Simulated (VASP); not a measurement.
# CuF (P6_3/mmc) in VASP: settings compared

CuF is run at these levels: PBE, LDA, PBEsol; tasks: single point.

Everything below comes from runs of VASP 6.6.1. Logs are shortened: lines on timing, memory, paths and dates and some standing lists are left out, and cuts for length are marked.

**1. The cell of the first run**

It takes space group P6_3/mmc (No. 194, hexagonal). Conventional cell: a = 2.763 Å, b = 2.763 Å, c = 6.402 Å, α = 90.00°, β = 90.00°, γ = 120.00°. Cu (site symmetry -3m) has 6 F at 2.26 Å and 6 Cu at 2.76 Å within 3.0 Å. F (site symmetry -6m2) has 6 Cu at 2.26 Å and 6 F at 2.76 Å within 3.0 Å.

**2. Single point, PBE**

File INCAR:

```
SYSTEM = CuF
PREC = Accurate
ENCUT = 520
EDIFF = 1E-6
ISMEAR = -1
SIGMA = 0.02
LREAL = .FALSE.
LASPH = .TRUE.
NELM = 60
ALGO = Normal
ISIF = 2
LWAVE = .FALSE.
LCHARG = .FALSE.
GGA = PE
NBANDS = 26
```

File KPOINTS:

```
regular mesh
0
G
  12 12 4
  0 0 0
```

File POSCAR:

```
CuF
1.0
    2.7625361922      0.0000000000      0.0000000000
   -1.3812680961      2.3924265213      0.0000000000
    0.0000000000      0.0000000000      6.4019834707
Cu F
2 2
Direct
    0.0000000000      0.0000000000      0.0000000000
    0.0000000000      0.0000000000      0.5000000000
    0.3333333333      0.6666666667      0.2500000000
    0.6666666667      0.3333333333      0.7500000000
```

Potentials or basis: VASP PAW PBE potentials, release 64 (Cu, F).

The run is started by

```console
$ cat potpaw_PBE.64/Cu/POTCAR potpaw_PBE.64/F/POTCAR > POTCAR
$ mpirun -np 1 vasp_std > vasp.out
```

OUTCAR:

```text
SYSTEM = CuF
   PREC = Accurate
   ENCUT = 520
   EDIFF = 1E-6
   ISMEAR = -1
   LREAL = .FALSE.
   LASPH = .TRUE.
   NELM = 60
   ISIF = 2
   GGA = PE

 ion  position               nearest neighbor table
   1  0.000  0.000  0.000-   3 2.26   4 2.26   3 2.26   4 2.26   4 2.26   3 2.26
   2  0.000  0.000  0.500-   3 2.26   4 2.26   3 2.26   4 2.26   4 2.26   3 2.26
   3  0.333  0.667  0.250-   1 2.26   2 2.26   1 2.26   2 2.26   1 2.26   2 2.26
   4  0.667  0.333  0.750-   1 2.26   2 2.26   1 2.26   2 2.26   1 2.26   2 2.26

  LATTYP: Found a hexagonal cell.
 ALAT       =     2.7625361922
 C/A-ratio  =     2.3174297187

  Lattice vectors:

 A1 = (   2.7625361922,   0.0000000000,   0.0000000000)
 A2 = (  -1.3812680961,   2.3924265213,   0.0000000000)
 A3 = (   0.0000000000,   0.0000000000,   6.4019834707)

Analysis of symmetry for initial positions (statically):
=====================================================================
 Subroutine PRICEL returns:
 Original cell was already a primitive cell.

 Routine SETGRP: Setting up the symmetry group for a
 hexagonal supercell.

 Subroutine GETGRP returns: Found 24 space group operations
 (whereof 12 operations were pure point group operations)
 out of a pool of 24 trial point group operations.

The static configuration has the point symmetry D_3d.
 The point group associated with its full space group is D_6h.

Analysis of symmetry for dynamics (positions and initial velocities):
=====================================================================
 Subroutine PRICEL returns:
 Original cell was already a primitive cell.

 Routine SETGRP: Setting up the symmetry group for a
 hexagonal supercell.

 Subroutine GETGRP returns: Found 24 space group operations
 (whereof 12 operations were pure point group operations)
 out of a pool of 24 trial point group operations.

The dynamic configuration has the point symmetry D_3d.
 The point group associated with its full space group is D_6h.

 Subroutine INISYM returns: Found 24 space group operations
 (whereof 12 operations are pure point group operations),
 and found     1 'primitive' translations

----------------------------------------------------------------------------------------

                                     Primitive cell

  volume of cell :      42.3118

  direct lattice vectors                    reciprocal lattice vectors
     2.762536192  0.000000000  0.000000000     0.361986208  0.208992834  0.000000000
    -1.381268096  2.392426521  0.000000000     0.000000000  0.417985669  0.000000000
     0.000000000  0.000000000  6.401983471     0.000000000  0.000000000  0.156201590

  length of vectors
     2.762536192  2.762536192  6.401983471     0.417985669  0.417985669  0.156201590

  position of ions in fractional coordinates (direct lattice)
     0.000000000  0.000000000  0.000000000
     0.000000000  0.000000000  0.500000000
     0.333333333  0.666666667  0.250000000
     0.666666667  0.333333333  0.750000000

  ion indices of the primitive-cell ions
   primitive index   ion index
                 1           1
                 2           2
                 3           3
                 4           4

----------------------------------------------------------------------------------------

 KPOINTS: regular mesh

Automatic generation of k-mesh.
 Grid dimensions read from file:
 generate k-points for:   12   12    4

 Generating k-lattice:

  Cartesian coordinates                     Fractional coordinates (reciprocal lattice)
     0.030165517  0.017416070  0.000000000     0.083333333 -0.000000000  0.000000000
     0.000000000  0.034832139  0.000000000     0.000000000  0.083333333  0.000000000
     0.000000000  0.000000000  0.039050398     0.000000000  0.000000000  0.250000000

  Length of vectors
     0.034832139  0.034832139  0.039050398

  Shift w.r.t. Gamma in fractional coordinates (k-lattice)
     0.000000000  0.000000000  0.000000000

 Subroutine IBZKPT returns following result:
 ===========================================

 Found     57 irreducible k-points:

 Following reciprocal coordinates:
            Coordinates               Weight
  0.000000  0.000000  0.000000      1.000000
  0.083333  0.000000  0.000000      6.000000
  0.166667 -0.000000  0.000000      6.000000
  0.250000  0.000000  0.000000      6.000000
  0.333333 -0.000000  0.000000      6.000000
  0.416667 -0.000000  0.000000      6.000000
[... 16 lines left out ...]
  0.250000  0.000000  0.250000     12.000000
  0.333333 -0.000000  0.250000     12.000000
 [... further k-points ...]
   k-points           NKPTS =     57   k-points in BZ     NKDIM =     57   number of bands    NBANDS=     26
   number of dos      NEDOS =    301   number of ions     NIONS =      4
   total plane-waves  NPLWV =  27648
   dimension x,y,z NGX =    24 NGY =   24 NGZ =   48
   dimension x,y,z NGXF=    48 NGYF=   48 NGZF=   96
   ions per type =               2   2
   NGX,Y,Z   is equivalent  to a cutoff of  14.44, 14.44, 12.46 a.u.
   NGXF,Y,Z  is equivalent  to a cutoff of  28.89, 28.89, 24.93 a.u.
 SYSTEM =  CuF
   PREC   = accura    normal or accurate (medium, high low for compatibility)
   ISTART =      0    job   : 0-new  1-cont  2-samecut
   ICHARG =      2    charge: 1-file 2-atom 10-const
   ISPIN  =      1    spin polarized calculation?
   LNONCOLLINEAR =      F non collinear calculations
   LSORBIT =      F    spin-orbit coupling
   LASPH  =      T    aspherical Exc in radial PAW
   ENCUT  =  520.0 eV  38.22 Ry    6.18 a.u.   5.14  5.14 11.90*2*pi/ulx,y,z
   NELM   =     60;   NELMIN=  2; NELMDL= -5     # of ELM steps
   EDIFF  = 0.1E-05   stopping-criterion for ELM
   LREAL  =      F    real-space projection
   EDIFFG = 0.1E-04   stopping-criterion for IOM
   NSW    =      0    number of steps for IOM
   IBRION =     -1    ionic relax: 0-MD 1-quasi-New 2-CG
   NFREE  =      0    steps in history (QN), initial steepest desc. (CG)
   ISIF   =      2    stress and relaxation
   ISYM   =      2    0-nonsym 1-usesym 2-fastsym
   POTIM  = 0.5000    time-step for ionic-motion
   TEBEG  =    0.0;   TEEND  =   0.0 temperature during run
   PSTRESS=    0.0 pullay stress
   NELECT =      36.0000    total number of electrons
   NUPDOWN=      -1.0000    fix difference up-down
   EMIN   =  10.00;   EMAX   =-10.00  energy-range for DOS
   EFERMI =   0.00;   METHOD = LEGACY
   ISMEAR =    -1;   SIGMA  =   0.02  broadening in eV -4-tet -1-fermi 0-gaus
   EFERMI_NEDOS =   21; number of points for ismear=-14 and -15
   IALGO  =     38    algorithm
   IMIX   =      4    mixing-type and parameters
     AMIX     =   0.40;   BMIX     =  1.00
     AMIX_MAG =   1.60;   BMIX_MAG =  1.00
  volume/ion in A,a.u.               =      10.58        71.38
  Fermi-wavevector in a.u.,A,eV,Ry     =   1.551274  2.931484 32.741770  2.406452
  Thomas-Fermi vector in A             =   2.655817
   LORBIT       =      0    0 simple, 1 ext, 2 COOP (PROOUT), +10 PAW based schemes
   GGA     = PE    functional components
   LHFCALC =     F    Hartree Fock is set to
   AEXX    =    0.0000 exact exchange contribution
   IVDW    =     0    specifies the selected vdW correction
   LEPSILON=     F    determine dielectric tensor
   LRPA    =     F    only Hartree local field effects (RPA)
 non-spin polarized calculation
  energy-cutoff  :      520.00
  volume of cell :       42.31
 maximum number of plane-waves:      1152
 NGX is ok and might be reduce to    24
   NGX = 11   NGY = 11   NGZ = 23

 number of electron      35.9999993 magnetization

 Free energy of the ion-electron system (eV)
  ---------------------------------------------------
  ext. energy  EPLUGINS =         0.00000000
  ---------------------------------------------------
  free energy    TOTEN  =       -14.24653936 eV

  energy without entropy =      -14.24225926  energy(sigma->0) =      -14.24439931

 E-fermi :   4.7993     XC(G=0): -11.6436

 val. band max:        4.7881228879   @ k =   0.4167   0.0833   0.0000
 cond. band min:       4.8066803607   @ k =   0.3333   0.3333   0.5000
 fundamental gap:      0.0185574727
 Fermi energy:         4.7992869024

 k-point     1 :       0.0000    0.0000    0.0000
  band No.  band energies     occupation
      1     -19.4491      2.00000
      2     -19.2759      2.00000
      3      -3.5362      2.00000
      4      -1.0575      2.00000
      5       0.3716      2.00000
      6       0.3716      2.00000
[... 18 lines left out ...]
     25      23.7599      0.00000
     26      25.7364      0.00000

 k-point     2 :       0.0833    0.0000    0.0000
  band No.  band energies     occupation
      1     -19.4097      2.00000
      2     -19.2451      2.00000
      3      -3.4205      2.00000
      4      -1.0742      2.00000
      5       0.1952      2.00000
      6       0.3490      2.00000
[... 18 lines left out ...]
     25      23.5317      0.00000
     26      24.3304      0.00000

 k-point     3 :       0.1667   -0.0000    0.0000
  band No.  band energies     occupation
      1     -19.2996      2.00000
      2     -19.1596      2.00000
      3      -3.0935      2.00000
      4      -1.1190      2.00000
      5      -0.4134      2.00000
      6      -0.2620      2.00000
[... 18 lines left out ...]
     25      21.5911      0.00000
     26      22.5408      0.00000

 k-point     4 :       0.2500    0.0000    0.0000
  band No.  band energies     occupation
      1     -19.1451      2.00000
      2     -19.0406      2.00000
      3      -2.6174      2.00000
      4      -1.2314      2.00000
      5      -1.1783      2.00000
      6      -0.8567      2.00000
[... 18 lines left out ...]
     25      20.2134      0.00000
     26      21.2236      0.00000
[... 496 lines left out ...]
      1     -19.2796      2.00000
      2     -19.1807      2.00000
      3      -2.8966      2.00000
      4      -1.6127      2.00000
      5      -0.2480      2.00000
      6      -0.2261      2.00000
[... 18 lines left out ...]
     25      21.9839      0.00000
     26      23.0419      0.00000

 k-point    23 :       0.2500    0.0000    0.2500
  band No.  band energies     occupation
      1     -19.1299      2.00000
      2     -19.0561      2.00000
      3      -2.4882      2.00000
      4      -1.6598      2.00000
      5      -0.9121      2.00000
      6      -0.8360      2.00000
[... 18 lines left out ...]
     25      21.5233      0.00000
     26      21.9974      0.00000

 k-point    24 :       0.3333   -0.0000    0.2500
  band No.  band energies     occupation
      1     -18.9745      2.00000
      2     -18.9281      2.00000
      3      -2.0999      2.00000
      4      -1.9729      2.00000
      5      -1.3543      2.00000
      6      -1.2254      2.00000
[... 18 lines left out ...]
     25      20.2697      0.00000
     26      20.7534      0.00000

 [... further k-points ...]
[... 5 lines left out ...]
  --------------------------------------------------------------------------------------
  -------------------------------------------------------------------------------------
  Total        1.4388985      1.4388985      2.0933478      0.0000000      0.0000000      0.0000000
  in kB       54.4853342     54.4853342     79.2667114      0.0000000      0.0000000      0.0000000
  external PRESSURE =      62.7457933 kB  Pullay stress =       0.0000000 kB

 VOLUME and BASIS-vectors are now :
 -----------------------------------------------------------------------------
  energy-cutoff  :      520.00
  volume of cell :       42.31
      direct lattice vectors                 reciprocal lattice vectors
     2.762536192  0.000000000  0.000000000     0.361986208  0.208992834  0.000000000
    -1.381268096  2.392426521  0.000000000     0.000000000  0.417985669  0.000000000
     0.000000000  0.000000000  6.401983471     0.000000000  0.000000000  0.156201590

 POSITION                                       TOTAL-FORCE (eV/Angst)
 -----------------------------------------------------------------------------------
      0.00000      0.00000      0.00000        -0.000000      0.000000      0.000000
      0.00000      0.00000      3.20099        -0.000000      0.000000      0.000000
     -0.00000      1.59495      1.60050         0.000000     -0.000000     -0.000000
      1.38127      0.79748      4.80149         0.000000      0.000000     -0.000000
 -----------------------------------------------------------------------------------
    total drift:                               -0.000000      0.000000      0.000000

  FREE ENERGIE OF THE ION-ELECTRON SYSTEM (eV)
  ---------------------------------------------------
  free  energy   TOTEN  =       -14.2465393570 eV

  energy  without entropy=      -14.2422592568  energy(sigma->0) =      -14.24439931
```

Run time: 34 s. Hardware: 1 thread of Intel Xeon Platinum 8488C (Sapphire Rapids), shared host; peak memory 0.2 GiB.

Results:

```yaml
Free_energy: -14.2465 eV
Pressure: 6.3 GPa
Band_gap_on_the_k_mesh: zero (bands 18 and 19 overlap by 0.44 eV)
```

Stress tensor (GPa, compression positive):
```
5.45 0.00 0.00
0.00 5.45 0.00
0.00 0.00 7.93
```

Levels at points of the mesh, in eV from the Fermi level:
```tsv
k point	band 14	band 15	band 16	band 17	band 18	band 19	band 20	band 21	band 22	band 23
(0.00, 0.00, 0.00)	-1.16	-0.76	-0.65	-0.65	-0.36	-0.36	3.28	5.40	12.86	14.22
(0.50, 0.00, 0.00)	-0.44	-0.39	-0.34	-0.12	0.03	3.81	5.45	5.97	6.40	11.07
(0.00, 0.00, 0.50)	-1.22	-0.53	-0.53	-0.53	-0.53	0.62	0.62	8.66	8.66	19.14
(0.50, 0.00, 0.50)	-0.51	-0.50	-0.50	-0.36	-0.36	4.23	4.23	6.73	6.73	11.96
```

Caveat: the cell stands under pressure; semilocal functionals underestimate gaps, and a narrow one can read as zero. With open d or f shells a metallic result of PBE can be an artefact of self-interaction; +U or a hybrid may open a gap.

**3. Single point, LDA**

File INCAR:

```
PREC = Accurate
ENCUT = 520
EDIFF = 1E-7
ISMEAR = -1
SIGMA = 0.02
LREAL = False
LASPH = True
NELM = 60
ALGO = Normal
ISIF = 2
LWAVE = False
LCHARG = False
NBANDS = 26
```

File KPOINTS:

```
Automatic mesh
0
Gamma
  12 12 4
```

POSCAR is that of step 2.

Potentials or basis: VASP PAW LDA potentials, release 64 (Cu, F).

The run is started by

```console
$ cat potpaw_LDA.64/Cu/POTCAR potpaw_LDA.64/F/POTCAR > POTCAR
$ mpirun -np 1 vasp_std > vasp.out
```

It took 34 s on 1 thread of Intel Xeon Platinum 8488C (Sapphire Rapids), shared host; peak memory 0.17 GiB.

It converged, with:

```yaml
Free_energy: -17.2065 eV
Pressure: -7.4 GPa
Band_gap_on_the_k_mesh: zero (bands 18 and 19 overlap by 0.45 eV)
```

Stress tensor (GPa, compression positive):
```
-7.04  0.00  0.00
 0.00 -7.04  0.00
 0.00  0.00 -8.06
```

Levels at points of the mesh, in eV from the Fermi level:
| k point | band 16 | band 17 | band 18 | band 19 | band 20 | band 21 |
| --- | --- | --- | --- | --- | --- | --- |
| (0.00, 0.00, 0.00) | -0.66 | -0.66 | -0.36 | -0.36 | 3.26 | 5.26 |
| (0.50, 0.00, 0.00) | -0.36 | -0.11 | 0.03 | 3.76 | 5.39 | 5.86 |
| (0.00, 0.00, 0.50) | -0.54 | -0.54 | -0.54 | 0.58 | 0.58 | 8.52 |
| (0.50, 0.00, 0.50) | -0.52 | -0.38 | -0.38 | 4.17 | 4.17 | 6.65 |

Caveat: the cell stands under tension; semilocal functionals underestimate gaps, and a narrow one can read as zero. With open d or f shells a metallic result of LDA can be an artefact of self-interaction; +U or a hybrid may open a gap.

**4. Single point, LDA**

This run uses another cell than the first one, of 10.79 Å³/atom.

File INCAR:

```
ALGO = Normal
EDIFF = 1E-6
ENCUT = 520
GGA = CA
ISIF = 2
ISMEAR = -1
LASPH = True
LCHARG = False
LREAL = False
LWAVE = False
NBANDS = 26
NELM = 80
PREC = Accurate
SIGMA = 0.02
```

File KPOINTS:

```
k-points
0
Gamma
  12 12 4
```

File POSCAR:

```
CuF
1.0
    3.1532462705      0.0000000000      0.0000000000
   -1.5766231352      2.7307913746      0.0000000000
    0.0000000000      0.0000000000      5.0110436483
Cu F
2 2
Direct
    0.0000000000      0.0000000000      0.0000000000
    0.0000000000      0.0000000000      0.5000000000
    0.3333333333      0.6666666667      0.2500000000
    0.6666666667      0.3333333333      0.7500000000
```

The run is started by

```console
$ cat potpaw_LDA.64/Cu/POTCAR potpaw_LDA.64/F/POTCAR > POTCAR
$ mpirun -np 1 vasp_std > vasp.out
```

It took 28 s on 1 thread of Intel Xeon Platinum 8488C (Sapphire Rapids), shared host; peak memory 0.17 GiB.

Results (log left out):

```yaml
Free_energy: -17.0782 eV
Pressure: 0.2 GPa
Band_gap_on_the_k_mesh: zero (bands 18 and 19 overlap by 0.25 eV)
```

Stress tensor (GPa, compression positive):
```
0.10 0.00 0.00
0.00 0.10 0.00
0.00 0.00 0.33
```

Levels at points of the mesh, in eV from the Fermi level:
```tsv
k point	band 15	band 16	band 17	band 18	band 19	band 20	band 21	band 22
(0.00, 0.00, 0.00)	-0.54	-0.54	-0.18	-0.08	-0.08	3.59	6.18	12.45
(0.50, 0.00, 0.00)	-0.57	-0.29	-0.13	0.06	4.10	4.29	6.93	7.77
(0.00, 0.00, 0.50)	-0.47	-0.47	-0.47	-0.47	0.69	0.69	10.64	10.64
(0.50, 0.00, 0.50)	-0.55	-0.55	-0.40	-0.40	3.98	3.98	6.49	6.49
```

Caveat: semilocal functionals underestimate gaps, and a narrow one can read as zero. With open d or f shells a metallic result of LDA can be an artefact of self-interaction; +U or a hybrid may open a gap.

(Part 1 of 2 ends here.)

The gap in the log of VASP goes by the Fermi energy; the results here count the filled bands.